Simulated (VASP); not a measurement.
Here is a VASP 6.6.1 calculation.

Contents of INCAR:

```
PREC = Accurate
ENCUT = 520
EDIFF = 1E-7
ISMEAR = 0
SIGMA = 0.05
LREAL = False
LASPH = True
NELM = 150
ALGO = Normal
ISIF = 2
LWAVE = False
LCHARG = False
ISPIN = 2
MAGMOM = 7 0
LORBIT = 11
LMAXMIX = 6
LDAU = True
LDAUTYPE = 1
LDAUL = 3 -1
LDAUU = 7 0
LDAUJ = 0.9 0
LDAUPRINT = 1
GGA = PS
NBANDS = 22
```

Contents of KPOINTS:

```
regular mesh
0
Gamma
  7 7 7
```

The input POSCAR:

```
GdN
1.0
    0.0000000000      2.4994985700      2.4994985700
    2.4994985700      0.0000000000      2.4994985700
    2.4994985700      2.4994985700      0.0000000000
Gd N
1 1
Direct
    0.5000000000      0.5000000000      0.5000000000
    0.0000000000      0.0000000000      0.0000000000
```

Potentials or basis: VASP PAW PBE potentials, release 64 (Gd, N).

Launch:

```bash
$ cat potpaw_PBE.64/Gd/POTCAR potpaw_PBE.64/N/POTCAR > POTCAR
$ mpirun -np 1 vasp_std > vasp.out
```

Problem. What does it give for the pressure?

Solution. -4.6 GPa.

Problem. What does it give for the band gap on the k mesh?

Solution. Zero (filled and empty bands overlap).

Eigenvalues of the final occupation matrices:
| site | spin | trace | eigenvalues |
| --- | --- | --- | --- |
| site 1 f | 1 | 6.94 | 0.99 0.99 0.99 0.99 0.99 0.99 0.99 |
| site 1 f | 2 | 0.04 | 0.00 0.00 0.00 0.00 0.01 0.01 0.01 |

Caveat: the PAW data sets were made with another functional, which shifts forces and pressure a little; spin-orbit coupling is left out, which moves the levels of the heavy elements; a cell with one magnetic atom can't hold antiferromagnetic order, which such compounds often take. The state reached can hang on the start; a lower one may exist.
